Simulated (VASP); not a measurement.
# NiO in VASP: further runs, part 2 of 2

VASP 6.6.1. Earlier steps stand in the parts before.

## Step 4: Single point, PBE+U, collinear spin, antiferromagnetic start (9.22 Å³/atom)

This run uses another cell than the first one, of 9.22 Å³/atom.

The input, INCAR:

```
ALGO = Normal
EDIFF = 1E-6
ENCUT = 600
GGA = PE
GGA_COMPAT = False
ISIF = 2
ISMEAR = 0
ISPIN = 2
LASPH = True
LCHARG = True
LDAU = True
LDAUJ = 0 0
LDAUL = 2 -1
LDAUPRINT = 1
LDAUTYPE = 2
LDAUU = 6.2 0
LELF = True
LMAXMIX = 4
LORBIT = 11
LREAL = False
LVHAR = True
LWAVE = False
MAGMOM = 1.84 -1.84 0 0
NBANDS = 28
NELM = 200
PREC = Accurate
SIGMA = 0.05
```

The input, KPOINTS:

```
k-points
0
Gamma
  10 10 10
```

The input, POSCAR:

```
NiO
1.0
   -2.0941696439     -2.0941696439      4.1917136146
   -4.1917136146     -2.0941696439      2.0941696439
   -2.0941696439     -4.1917136146      2.0941696439
Ni O
2 2
Direct
    0.0000000000      0.0000000000      0.0000000000
    0.5000000000      0.5000000000      0.5000000000
    1.2500000005     -0.7499999995     -0.7499999995
    1.7499999995     -0.2500000005     -0.2500000005
```

Potentials or basis: VASP PAW PBE potentials, release 64 (Ni, O).

On the command line:

```bash
cat potpaw_PBE.64/Ni/POTCAR potpaw_PBE.64/O/POTCAR > POTCAR
mpirun -np 1 vasp_std > vasp.out
```

OUTCAR:

```text
EDIFF = 1E-6
   ENCUT = 600
   GGA = PE
   ISIF = 2
   ISMEAR = 0
   ISPIN = 2
   LASPH = True
   LORBIT = 11
   LREAL = False
   NELM = 200
   PREC = Accurate

 ion  position               nearest neighbor table
   1  0.000  0.000  0.000-   4 2.10   4 2.10   4 2.10   3 2.10   3 2.10   3 2.10   2 2.96   2 2.96
                             2 2.96   2 2.96   2 2.96   2 2.96
   2  0.500  0.500  0.500-   3 2.10   3 2.10   4 2.10   4 2.10   4 2.10   3 2.10   1 2.96   1 2.96
                             1 2.96   1 2.96   1 2.96   1 2.96
   3  0.250  0.250  0.250-   1 2.10   1 2.10   1 2.10   2 2.10   2 2.10   2 2.10
   4  0.750  0.750  0.750-   1 2.10   1 2.10   1 2.10   2 2.10   2 2.10   2 2.10

  LATTYP: Found a trigonal (rhomboedric) cell.
 ALAT       =     5.1324025584
 COS(alpha) =     0.8329752918

  Lattice vectors:

 A1 = (  -2.0941696439,  -2.0941696439,   4.1917136146)
 A2 = (  -4.1917136146,  -2.0941696439,   2.0941696439)
 A3 = (  -2.0941696439,  -4.1917136146,   2.0941696439)

Analysis of symmetry for initial positions (statically):
=====================================================================
 Subroutine PRICEL returns following result:

  LATTYP: Found a trigonal (rhomboedric) cell.
 ALAT       =     2.9639896019
 COS(alpha) =     0.4991948389
[... 12 lines left out ...]
 Subroutine GETGRP returns: Found 12 space group operations
 (whereof 12 operations were pure point group operations)
 out of a pool of 12 trial point group operations.

The static configuration has the point symmetry D_3d.

Analysis of symmetry for dynamics (positions and initial velocities):
=====================================================================
 Subroutine PRICEL returns following result:

[... 253 lines left out ...]
  o =  1.0298  v =  0.0000  0.0000  0.0000  0.0000  0.0000  0.0002  0.0001 -1.0000  0.0001  0.0000      0.0000  0.0000  0.0000  0.0000  0.0000  0.0000  0.0000  0.0000  0.0000  0.0000

 number of electron      32.0000000 magnetization      -0.0000000

 Free energy of the ion-electron system (eV)
  ---------------------------------------------------
  ext. energy  EPLUGINS =         0.00000000
  ---------------------------------------------------
  free energy    TOTEN  =       -20.48261452 eV

  energy without entropy =      -20.48261452  energy(sigma->0) =      -20.48261452

 E-fermi :   6.3544     XC(G=0): -12.5738

 val. band max:        6.1321663553   @ k =   0.5000   0.5000   0.5000
 cond. band min:       9.4669726835   @ k =   0.0000   0.0000   0.0000
 fundamental gap:      3.3348063282
 Fermi energy:         6.3544435065

 spin component 1

 k-point     1 :       0.0000    0.0000    0.0000
  band No.  band energies     occupation
      1     -12.0298      1.00000
      2     -10.6157      1.00000
      3      -0.7466      1.00000
      4      -0.0338      1.00000
      5      -0.0337      1.00000
      6       1.9075      1.00000
[... 1481 lines left out ...]
     27      25.5751      0.00000
     28      28.0433      0.00000

 [... further k-points ...]

------------------------ aborting loop because EDIFF is reached ----------------------------------------

  FORCE on cell =-STRESS in cart. coord.  units (eV):
  Direction    XX          YY          ZZ          XY          YZ          ZX
  --------------------------------------------------------------------------------------
  -------------------------------------------------------------------------------------
  Total       -0.3780686     -0.3780686     -0.3780686      0.0017804     -0.0017804     -0.0017804
  in kB      -16.4290432    -16.4290432    -16.4290432      0.0773685     -0.0773685     -0.0773685
  external PRESSURE =     -16.4290432 kB  Pullay stress =       0.0000000 kB

 VOLUME and BASIS-vectors are now :
 -----------------------------------------------------------------------------
  energy-cutoff  :      600.00
  volume of cell :       36.87
      direct lattice vectors                 reciprocal lattice vectors
    -2.094169644 -2.094169644  4.191713615     0.119139021  0.119139021  0.357609030
    -4.191713615 -2.094169644  2.094169644    -0.357609030  0.119139021 -0.119139021
    -2.094169644 -4.191713615  2.094169644     0.119139021 -0.357609030 -0.119139021

 POSITION                                       TOTAL-FORCE (eV/Angst)
 -----------------------------------------------------------------------------------
      0.00000      0.00000      0.00000        -0.000000     -0.000000     -0.000000
     -4.19003     -4.19003      4.19003        -0.000000     -0.000000     -0.000000
     -2.09501     -2.09501      2.09501         0.000000      0.000000      0.000000
     -6.28504     -6.28504      6.28504        -0.000000     -0.000000     -0.000000
 -----------------------------------------------------------------------------------
    total drift:                                0.000000      0.000000      0.000000

  FREE ENERGIE OF THE ION-ELECTRON SYSTEM (eV)
  ---------------------------------------------------
  free  energy   TOTEN  =       -20.4826145240 eV

  energy  without entropy=      -20.4826145240  energy(sigma->0) =      -20.48261452

 total charge

# of ion       s       p       d       tot
------------------------------------------
    1        0.338   0.413   8.233   8.984
    2        0.338   0.413   8.233   8.984
    3        1.546   3.469   0.000   5.016
    4        1.546   3.469   0.000   5.016
--------------------------------------------------
tot          3.769   7.765  16.466  28.000

 magnetization (x)

# of ion       s       p       d       tot
------------------------------------------
    1       -0.002  -0.005   1.757   1.750
    2        0.002   0.005  -1.757  -1.750
    3        0.000   0.000   0.000   0.000
    4        0.000   0.000   0.000   0.000
--------------------------------------------------
tot          0.000   0.000   0.000   0.000
```

Wall time 21 min (1 thread of Intel Xeon 8259CL, shared host); peak memory 0.46 GiB.

What came out:

| Property | Result |
| --- | --- |
| Free energy | -20.4826 eV |
| Pressure | -1.6 GPa |
| Band gap on the k mesh | 3.33 eV |
| Net moment | 0.00 μB per cell |
| Site moments | Ni +1.75, -1.75; O +0.00 μB |
| Valence electrons inside the program's atomic spheres | Ni 8.98; O 5.02 |

Eigenvalues of the final occupation matrices:
| site | spin | trace | eigenvalues |
| --- | --- | --- | --- |
| site 1 d | 1 | 5.01 | 0.98 0.98 0.98 1.03 1.03 |
| site 1 d | 2 | 3.25 | 0.15 0.15 0.98 0.98 0.98 |
| site 2 d | 1 | 3.25 | 0.15 0.15 0.98 0.98 0.98 |
| site 2 d | 2 | 5.01 | 0.98 0.98 0.98 1.03 1.03 |

A k mesh can miss the band edges. The state reached can hang on the start; a lower one may exist.

## Step 5: Overview

```tsv
task	cell	cutoff (eV)	gap on the mesh (eV)	pressure (GPa)	moment (μB)
relaxation of the atoms	atoms relaxed from a = 5.109 Å, angles 33.6°, 4 atoms	520	3.45	1.5	0.00
single point	a = 5.109 Å, angles 33.6°, 4 atoms	600	3.45	1.2	0.00
single point	a = 5.132 Å, angles 33.6°, 4 atoms	600	3.33	-1.6	0.00
```

Alike in all rows: level PBE+U; potentials or basis VASP PAW PBE potentials, release 64 (Ni, O); spin collinear, antiferromagnetic start; Ni d U = 6.2 eV; k mesh 10 × 10 × 10; smearing gaussian 0.05 eV.

Caveats: the relaxation stopped at its first step, so nothing moved (at least some runs).

Total energies depend on the potentials used, so only differences within one code and one set of settings carry meaning.
